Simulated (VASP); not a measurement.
Ta3AsAu2O13:

```
Ta As Au O
1.0
     5.24237    3.02668    4.14273
    -5.24237    3.02668    4.14273
     0.00000   -6.05337    4.14273
Ta As Au O
3 1 2 13
Direct
  0.23108 0.57229 0.23108
  0.23108 0.23108 0.57229
  0.57229 0.23108 0.23108
  0.55878 0.55878 0.55878
  0.96559 0.96559 0.96559
  0.75105 0.75105 0.75105
  0.40884 0.66762 0.40884
  0.40884 0.40884 0.66762
  0.66762 0.40884 0.40884
  0.49726 0.01313 0.36024
  0.36024 0.49726 0.01313
  0.01313 0.36024 0.49726
  0.36024 0.01313 0.49726
  0.01313 0.49726 0.36024
  0.49726 0.36024 0.01313
  0.10963 0.74806 0.10963
  0.10963 0.10963 0.74806
  0.74806 0.10963 0.10963
  0.30840 0.30840 0.30840
```

* Program: VASP 6.6.1
* Task: relaxation of cell and atoms
* Functional: PBEsol
* Potentials or basis: VASP PAW PBE potentials, release 64 (Ta_pv, As, Au, O)
* Cutoff: 600 eV
* k mesh: 2 × 2 × 2
* Occupations: fermi-dirac, width 0.05 eV
* Spin: no spin polarisation

At the start: pressure -2.4 GPa; volume 20.76 Å³/atom.

Problem. How do energy, volume and symmetry change on relaxing?

Solution. Over 32 steps the energy falls by 6.3 meV/atom and the volume is 19.85 Å³/atom (-4.4 %); space group R3m (No. 160, to 0.1 Å) before and after.

Step by step:
| step | energy change (eV) | largest force (eV/Å) | pressure (GPa) | volume (Å³) |
| --- | --- | --- | --- | --- |
| 1 | 0.0000 | 0.2257 | -2.39 | 394.40 |
| 2 | 0.0299 | 0.7352 | 2.95 | 376.98 |
| 3 | -0.0700 | 0.4347 | -0.08 | 386.30 |
| 4 | -0.0951 | 0.3727 | -0.24 | 383.57 |
| 5 | -0.0967 | 0.4516 | -0.28 | 382.69 |
| 6 | -0.1092 | 0.3308 | -0.12 | 380.80 |
| 7 | -0.1107 | 0.3368 | -0.04 | 379.91 |
| 8 | -0.1145 | 0.1116 | -0.02 | 379.32 |
| 9 | -0.1149 | 0.1247 | -0.01 | 379.06 |
| 10 | -0.1161 | 0.1167 | -0.01 | 378.88 |
| 11 | -0.1172 | 0.0916 | 0.00 | 378.37 |
| 12 | -0.1173 | 0.0970 | 0.00 | 378.48 |
| 13 | -0.1181 | 0.0614 | -0.02 | 378.32 |
| 14 | -0.1181 | 0.0515 | -0.02 | 378.27 |
| 15 | -0.1184 | 0.0358 | 0.00 | 378.15 |
| 16 | -0.1185 | 0.0655 | 0.05 | 377.97 |
| 17 | -0.1185 | 0.0479 | 0.03 | 378.02 |
| 18 | -0.1187 | 0.0449 | 0.02 | 377.99 |
| 19 | -0.1191 | 0.0603 | 0.00 | 377.91 |
| 20 | -0.1192 | 0.0489 | 0.00 | 377.88 |
| 21 | -0.1194 | 0.0401 | 0.00 | 377.82 |
| 22 | -0.1195 | 0.0362 | -0.01 | 377.79 |
| 23 | -0.1198 | 0.0248 | -0.02 | 377.71 |
| 24 | -0.1199 | 0.0773 | -0.05 | 377.55 |
| 25 | -0.1199 | 0.0547 | -0.03 | 377.61 |
| 26 | -0.1200 | 0.0399 | -0.01 | 377.50 |
| 27 | -0.1201 | 0.0297 | 0.04 | 377.29 |
| 28 | -0.1202 | 0.0271 | 0.03 | 377.26 |
| 29 | -0.1203 | 0.0310 | 0.01 | 377.16 |
| 30 | -0.1204 | 0.0273 | 0.01 | 377.16 |
| 31 | -0.1204 | 0.0265 | 0.00 | 377.15 |
| 32 | -0.1204 | 0.0189 | 0.00 | 377.16 |

Final structure:
```cif
data_structure
_symmetry_space_group_name_H-M 'P 1'
_symmetry_Int_Tables_number 1
_cell_length_a 7.2277
_cell_length_b 7.2277
_cell_length_c 7.2277
_cell_angle_alpha 91.531
_cell_angle_beta 91.531
_cell_angle_gamma 91.531
_cell_volume 377.16
loop_
_atom_site_label
_atom_site_type_symbol
_atom_site_fract_x
_atom_site_fract_y
_atom_site_fract_z
_atom_site_occupancy
Ta1 Ta 0.23014 0.57273 0.23014 1
Ta2 Ta 0.23014 0.23014 0.57273 1
Ta3 Ta 0.57273 0.23014 0.23014 1
As1 As 0.56241 0.56241 0.56241 1
Au1 Au 0.96823 0.96823 0.96823 1
Au2 Au 0.75482 0.75482 0.75482 1
O1 O 0.40980 0.66964 0.40980 1
O2 O 0.40980 0.40980 0.66964 1
O3 O 0.66964 0.40980 0.40980 1
O4 O 0.49724 0.01024 0.35951 1
O5 O 0.35951 0.49724 0.01024 1
O6 O 0.01024 0.35951 0.49724 1
O7 O 0.35951 0.01024 0.49724 1
O8 O 0.01024 0.49724 0.35951 1
O9 O 0.49724 0.35951 0.01024 1
O10 O 0.10683 0.74987 0.10683 1
O11 O 0.10683 0.10683 0.74987 1
O12 O 0.74987 0.10683 0.10683 1
O13 O 0.30693 0.30693 0.30693 1
```

Caveat: the k points lie up to 0.43 Å⁻¹ apart in the final cell; the PAW data sets were made with another functional, which shifts forces and pressure a little.
